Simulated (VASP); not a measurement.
# BP (I-4m2) in VASP: further runs

BP is run at these levels: PBE; tasks: single point.

Program: VASP 6.6.1. These are calculated values, not measurements. Logs are shortened: lines on timing, memory, paths and dates and some standing lists are left out, and cuts for length are marked.

## 1. The cell of the first run

Symmetry: I-4m2, No. 119, tetragonal system. Conventional cell: a = 2.947 Å, b = 2.947 Å, c = 5.418 Å, α = 90.00°, β = 90.00°, γ = 90.00°. B (site symmetry -4m2) has 4 P at 2.00 Å within 2.7 Å. P (site symmetry -4m2) has 4 B at 2.00 Å within 2.7 Å.

## 2. Single point, PBE

Input file INCAR:

```
ALGO     = Normal         # electronic algorithm
EDIFF    = 1E-6           # SCF threshold, eV
ENCUT    = 520            # plane-wave cutoff, eV
GGA      = PE             # functional
ISIF     = 2              # what is computed and relaxed
ISMEAR   = 0              # smearing method
LASPH    = T              # aspherical terms in the spheres
LCHARG   = F              # write CHGCAR
LREAL    = F              # projectors in reciprocal space
LWAVE    = F              # write WAVECAR
NBANDS   = 11             # bands
NELM     = 100            # most SCF steps
PREC     = Accurate       # precision mode
SIGMA    = 0.05           # smearing width, eV
```

Input file KPOINTS:

```
k-points
0
Gamma
  12 12 12
```

Input file POSCAR:

```
BP
1.0
    0.0000000000      2.0837151291      2.7088296678
    2.0837151291      0.0000000000      2.7088296678
    2.0837151291      2.0837151291      0.0000000000
B P
1 1
Direct
    0.0000000000      0.0000000000      0.0000000000
    0.7500000000      0.7500000000      0.7500000000
```

Potentials or basis: VASP PAW PBE potentials, release 64 (B, P).

Launch:

```bash
$ cat potpaw_PBE.64/B/POTCAR potpaw_PBE.64/P/POTCAR > POTCAR
$ mpirun -np 1 vasp_std > vasp.out
```

OUTCAR:

```text
EDIFF = 1E-6
   ENCUT = 520
   GGA = PE
   ISIF = 2
   ISMEAR = 0
   LASPH = T
   LREAL = F
   NELM = 100
   PREC = Accurate

 ion  position               nearest neighbor table
   1  0.000  0.000  0.000-   2 2.00   2 2.00   2 2.00   2 2.00
   2  0.750  0.750  0.750-   1 2.00   1 2.00   1 2.00   1 2.00

  LATTYP: Found a body centered tetragonal cell.
 ALAT       =     2.9468181957
 C/A-ratio  =     1.8384776311

  Lattice vectors:

 A1 = (  -2.0837151291,   0.0000000000,   2.7088296678)
 A2 = (   2.0837151291,   0.0000000000,   2.7088296678)
 A3 = (   0.0000000000,   2.0837151291,  -2.7088296678)

Analysis of symmetry for initial positions (statically):
=====================================================================
 Subroutine PRICEL returns:
 Original cell was already a primitive cell.

 Routine SETGRP: Setting up the symmetry group for a
 body centered tetragonal supercell.

 Subroutine GETGRP returns: Found  8 space group operations
 (whereof  8 operations were pure point group operations)
 out of a pool of 16 trial point group operations.

The static configuration has the point symmetry D_2d.

Analysis of symmetry for dynamics (positions and initial velocities):
=====================================================================
 Subroutine PRICEL returns:
 Original cell was already a primitive cell.

 Routine SETGRP: Setting up the symmetry group for a
 body centered tetragonal supercell.

 Subroutine GETGRP returns: Found  8 space group operations
 (whereof  8 operations were pure point group operations)
 out of a pool of 16 trial point group operations.

The dynamic configuration has the point symmetry D_2d.

 Subroutine INISYM returns: Found  8 space group operations
 (whereof  8 operations are pure point group operations),
 and found     1 'primitive' translations

----------------------------------------------------------------------------------------

                                     Primitive cell

  volume of cell :      23.5228

  direct lattice vectors                    reciprocal lattice vectors
     0.000000000  2.083715129  2.708829668    -0.239956025  0.239956025  0.184581558
     2.083715129  0.000000000  2.708829668     0.239956025 -0.239956025  0.184581558
     2.083715129  2.083715129  0.000000000     0.239956025  0.239956025 -0.184581558

  length of vectors
     3.417546914  3.417546914  2.946818196     0.386300582  0.386300582  0.386300582

  position of ions in fractional coordinates (direct lattice)
[... 82 lines left out ...]
   NSW    =      0    number of steps for IOM
   IBRION =     -1    ionic relax: 0-MD 1-quasi-New 2-CG
   NFREE  =      0    steps in history (QN), initial steepest desc. (CG)
   ISIF   =      2    stress and relaxation
   ISYM   =      2    0-nonsym 1-usesym 2-fastsym
   POTIM  = 0.5000    time-step for ionic-motion
   TEBEG  =    0.0;   TEEND  =   0.0 temperature during run
   PSTRESS=    0.0 pullay stress
   NELECT =       8.0000    total number of electrons
   NUPDOWN=      -1.0000    fix difference up-down
   EMIN   =  10.00;   EMAX   =-10.00  energy-range for DOS
   EFERMI =   0.00;   METHOD = LEGACY
   ISMEAR =     0;   SIGMA  =   0.05  broadening in eV -4-tet -1-fermi 0-gaus
   EFERMI_NEDOS =   21; number of points for ismear=-14 and -15
   IALGO  =     38    algorithm
   IMIX   =      4    mixing-type and parameters
     AMIX     =   0.40;   BMIX     =  1.00
     AMIX_MAG =   1.60;   BMIX_MAG =  1.00
  volume/ion in A,a.u.               =      11.76        79.37
  Fermi-wavevector in a.u.,A,eV,Ry     =   1.142726  2.159439 17.766790  1.305822
  Thomas-Fermi vector in A             =   2.279423
   LORBIT       =      0    0 simple, 1 ext, 2 COOP (PROOUT), +10 PAW based schemes
   GGA     = PE    functional components
   LHFCALC =     F    Hartree Fock is set to
   AEXX    =    0.0000 exact exchange contribution
   IVDW    =     0    specifies the selected vdW correction
   LEPSILON=     F    determine dielectric tensor
   LRPA    =     F    only Hartree local field effects (RPA)
 non-spin polarized calculation
 Gauss-broadening in eV      SIGMA  =   0.05
  energy-cutoff  :      520.00
  volume of cell :       23.52
 maximum number of plane-waves:       648
 NGX is ok and might be reduce to    28

 number of electron       8.0000000 magnetization

 Free energy of the ion-electron system (eV)
  ---------------------------------------------------
  ext. energy  EPLUGINS =         0.00000000
  ---------------------------------------------------
  free energy    TOTEN  =       -11.85508128 eV

  energy without entropy =      -11.85456632  energy(sigma->0) =      -11.85482380

 E-fermi :   8.2255     XC(G=0): -10.9596

 val. band max:        8.1983985702   @ k =   0.1667   0.0000   0.0000
 cond. band min:       8.2304467591   @ k =   0.4167   0.0000   0.3333
 fundamental gap:      0.0320481889
 Fermi energy:         8.2254892369

 k-point     1 :       0.0000    0.0000    0.0000
  band No.  band energies     occupation
      1      -7.9936      2.00000
      2       5.2271      2.00000
      3       8.6269      0.00000
      4       8.6269      0.00000
      5      10.7886      0.00000
      6      10.7886      0.00000
      7      11.9737      0.00000
      8      12.1877      0.00000
      9      17.2369      0.00000
     10      19.0186      0.00000
     11      19.2447      0.00000
[... 309 lines left out ...]
 k-point    24 :      -0.4167    0.1667    0.0000
  band No.  band energies     occupation
      1      -4.2760      2.00000
      2      -1.2199      2.00000
      3       1.9519      2.00000
      4       7.2843      2.00000
      5      10.7566      0.00000
      6      13.6837      0.00000
      7      14.5360      0.00000
      8      17.1781      0.00000
      9      20.2535      0.00000
     10      20.9316      0.00000
     11      23.0236      0.00000

 [... further k-points ...]
[... 5 lines left out ...]
  --------------------------------------------------------------------------------------
  -------------------------------------------------------------------------------------
  Total        4.1620576      4.1620576     -8.6563268      0.0000000      0.0000000      0.0000000
  in kB      283.4851310    283.4851310   -589.5977835      0.0000000      0.0000000      0.0000000
  external PRESSURE =      -7.5425072 kB  Pullay stress =       0.0000000 kB

 VOLUME and BASIS-vectors are now :
 -----------------------------------------------------------------------------
  energy-cutoff  :      520.00
  volume of cell :       23.52
      direct lattice vectors                 reciprocal lattice vectors
     0.000000000  2.083715129  2.708829668    -0.239956025  0.239956025  0.184581558
     2.083715129  0.000000000  2.708829668     0.239956025 -0.239956025  0.184581558
     2.083715129  2.083715129  0.000000000     0.239956025  0.239956025 -0.184581558

 POSITION                                       TOTAL-FORCE (eV/Angst)
 -----------------------------------------------------------------------------------
      0.00000      0.00000      0.00000        -0.000000     -0.000000      0.000000
      3.12557      3.12557      4.06324         0.000000      0.000000     -0.000000
 -----------------------------------------------------------------------------------
    total drift:                                0.000000      0.000000      0.000000

  FREE ENERGIE OF THE ION-ELECTRON SYSTEM (eV)
  ---------------------------------------------------
  free  energy   TOTEN  =       -11.8550812836 eV

  energy  without entropy=      -11.8545663219  energy(sigma->0) =      -11.85482380
```

OSZICAR:

```text
N       E                     dE             d eps       ncg     rms          rms(c)
DAV:   1     0.991564319411E+01    0.99156E+01   -0.40367E+03  3586   0.660E+02
DAV:   2    -0.117882435227E+02   -0.21704E+02   -0.20641E+02  4790   0.107E+02
DAV:   3    -0.124243435668E+02   -0.63610E+00   -0.63307E+00  4606   0.160E+01
DAV:   4    -0.124267708003E+02   -0.24272E-02   -0.24270E-02  4200   0.115E+00
DAV:   5    -0.124267835915E+02   -0.12791E-04   -0.12791E-04  4415   0.810E-02    0.681E+00
DAV:   6    -0.119268552957E+02    0.49993E+00   -0.13749E+00  4107   0.470E+00    0.365E+00
DAV:   7    -0.118629691775E+02    0.63886E-01   -0.13140E-01  4511   0.194E+00    0.144E+00
DAV:   8    -0.118547593309E+02    0.82098E-02   -0.23108E-02  4180   0.828E-01    0.223E-01
DAV:   9    -0.118549748404E+02   -0.21551E-03   -0.77523E-04  4171   0.183E-01    0.123E-01
DAV:  10    -0.118550776863E+02   -0.10285E-03   -0.19872E-04  4033   0.901E-02    0.359E-02
DAV:  11    -0.118550798020E+02   -0.21157E-05   -0.34878E-06  4475   0.131E-02    0.220E-02
DAV:  12    -0.118550813622E+02   -0.15601E-05   -0.34920E-06  4030   0.106E-02    0.804E-03
DAV:  13    -0.118550812836E+02    0.78595E-07   -0.62066E-08  1940   0.170E-03
   1 F= -.11855081E+02 E0= -.11854824E+02  d E =-.514962E-03
```

stdout:

```text
POSCAR found type information on POSCAR B P
 POSCAR found :  2 types and       2 ions
 scaLAPACK will be used
 LDA part: xc-table for (Slater+PW92), standard interpolation
 POSCAR, INCAR and KPOINTS ok, starting setup
 FFT: planning ... GRIDC
 FFT: planning ... GRID_SOFT
 FFT: planning ... GRID
 WAVECAR not read
 entering main loop
```

It took 42 s on 1 thread of Intel Xeon Platinum 8259CL at 2.50GHz (Skylake/Cascade Lake), shared host; peak memory 0.17 GiB.

What came out:

```
Free energy            : -11.8551 eV
Pressure               : -0.8 GPa
Band gap on the k mesh : zero (band 4 reaches 8.65 eV, above the bottom of band 5 at 7.83 eV)
```

## 3. Single point, PBE

This run uses another cell than the first one, of the same volume but with other edges.

Input file INCAR:

```
PREC = Accurate
ENCUT = 520
EDIFF = 1E-7
ISMEAR = 0
SIGMA = 0.05
LREAL = F
LASPH = T
NELM = 80
ALGO = Normal
ISIF = 2
LWAVE = F
LCHARG = F
GGA = PE
NBANDS = 11
```

Input file KPOINTS:

```
Automatic mesh
0
Gamma
  12 12 12
```

Input file POSCAR:

```
BP
1.0
    0.0000000000      2.3382459277      2.1511862535
    2.3382459277      0.0000000000      2.1511862535
    2.3382459277      2.3382459277      0.0000000000
B P
1 1
Direct
    0.0000000000      0.0000000000      0.0000000000
    0.7500000000      0.7500000000      0.7500000000
```

Potentials or basis: VASP PAW PBE potentials, release 64 (B, P).

Launch:

```bash
$ cat potpaw_PBE.64/B/POTCAR potpaw_PBE.64/P/POTCAR > POTCAR
$ mpirun -np 1 vasp_std > vasp.out
```

It took 28 s on 1 thread of Intel Xeon Platinum 8259CL at 2.50GHz (Skylake/Cascade Lake), shared host; peak memory 0.17 GiB.

Results (log left out):

```yaml
Free_energy: -12.8473 eV
Pressure: -0.3 GPa
Band_gap_on_the_k_mesh: 0.04 eV, indirect (least direct gap 2.61 eV)
```

Stress tensor (GPa, compression positive):
```
-6.89  0.00  0.00
 0.00 -6.89  0.00
 0.00  0.00 12.74
```

Levels at points of the mesh, in eV from the valence-band top:
| k point | band 2 | band 3 | band 4 | band 5 | band 6 | band 7 |
| --- | --- | --- | --- | --- | --- | --- |
| (0.00, 0.00, 0.00) | -0.74 | -0.74 | 0.00 | 2.61 | 3.10 | 3.10 |
| (0.50, 0.00, 0.00) | -9.47 | -2.74 | -1.76 | 2.75 | 3.81 | 5.13 |
| (0.50, 0.50, 0.00) | -8.53 | -5.13 | -5.13 | 0.25 | 0.42 | 11.50 |
| (0.50, 0.00, 0.50) | -9.29 | -4.34 | -4.19 | 1.20 | 1.58 | 10.58 |

 A k mesh can miss the band edges.
